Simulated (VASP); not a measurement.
Set up this calculation in VASP 6.6.1, as the native input.

| Item | Value |
| --- | --- |
| Task | electric field gradients |
| Functional | PBE |
| Potentials or basis | VASP PAW PBE potentials, release 64 (Ge_d, Cl) |
| Cutoff | 520 eV |
| k mesh | 13 × 13 × 7 |
| Occupations | fermi-dirac, width 0.08 eV |
| Spin | no spin polarisation |
| Dipole correction | no |
| Further INCAR settings | ALGO = Normal; EDIFF = 1e-08; NBANDS = 21 |

The structure of GeCl2 (CdI2 type) lies in POSCAR:

```
GeCl2
1.0
    3.9410607685      0.0000000000      0.0000000000
   -1.9705303842      3.4130587434      0.0000000000
    0.0000000000      0.0000000000      6.7913277095
Ge Cl
1 2
Direct
    0.0000000000      0.0000000000      0.0000000000
    0.3333333333      0.6666666667      0.2163880213
    0.6666666667      0.3333333333      0.7836119787
```

The input as run:

INCAR

```
SYSTEM = GeCl2
ALGO     = Normal         ! electronic algorithm
EDIFF    = 1E-8           ! SCF threshold, eV
ENCUT    = 520            ! plane-wave cutoff, eV
GGA      = PE             ! functional
ISIF     = 2              ! what is computed and relaxed
ISMEAR   = -1             ! smearing method
LASPH    = .TRUE.         ! aspherical terms in the spheres
LCHARG   = .FALSE.        ! write CHGCAR
LEFG     = .TRUE.       
LREAL    = .FALSE.        ! projectors in reciprocal space
LWAVE    = .FALSE.        ! write WAVECAR
NBANDS   = 21             ! bands
NELM     = 60             ! most SCF steps
PREC     = Accurate       ! precision mode
SIGMA    = 0.08           ! smearing width, eV
```

KPOINTS

```
k-points
0
G
  13 13 7
  0 0 0
```

Potentials or basis: VASP PAW PBE potentials, release 64 (Ge_d, Cl).

Launch:

```console
$ cat potpaw_PBE.64/Ge_d/POTCAR potpaw_PBE.64/Cl/POTCAR > POTCAR
$ mpirun -np 1 vasp_std > vasp.out
```

Results of the run:

| Item | Value |
| --- | --- |
| Pressure | 0.0 GPa |
| Band gap on the k mesh | 2.55 eV (least direct gap 3.05 eV) |
| Largest electric field gradient by atom | Ge +14.1; Cl -13.9 V/Å² |

Caveat: without QUAD_EFG the Cq values of the log hold for a quadrupole moment of 1 mb, not for the nuclei; this functional lacks dispersion, which binds layers or chains, so the pressure and a relaxed spacing across them are unreliable.

It took 2.1 min on 1 thread of AMD EPYC 9R45 96-Core Processor (Zen 5), with other jobs on the host, peak memory 0.32 GiB.
